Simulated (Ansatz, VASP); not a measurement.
# Zr: VASP beside Ansatz

```
Zr
1.0
     3.23200    0.00000    0.00000
    -1.61600    2.79899    0.00000
     0.00000    0.00000    5.14700
Zr
2
Direct
  0.33333 0.66667 0.25000
  0.66667 0.33333 0.75000
```

Alike in both runs: task relaxation of cell and atoms; functional LDA; k mesh 18 × 18 × 10; occupations methfessel-paxton of order 1, width 0.1 eV; no spin polarisation.

|  | VASP | Ansatz |
| --- | --- | --- |
| version | VASP 6.6.1 | Ansatz 0.2.0 |
| potentials or method | VASP PAW LDA potentials, release 64 (Zr_sv) | scalar-relativistic, plane waves, PAW |
| plane-wave cutoff (eV) | 600 | 420 |
| valence electrons in the cell | 24 | 24 |

|  | VASP | Ansatz | Ansatz less VASP |
| --- | --- | --- | --- |
| gap on the k mesh at the Fermi level, each at its own relaxed structure (eV) | none | none | - |
| relaxed volume (Å³/atom) | 21.80 | 21.79 | -0.014 |
| relaxed length of the cell vector where the two differ most in proportion (Å) | 5.076 | 5.074 | -0.0020 |

LDA's correlation is that of Perdew and Zunger in VASP and of Perdew and Wang (1992) in Ansatz. A gap of «none» marks a metal or a gap that the smearing closes.
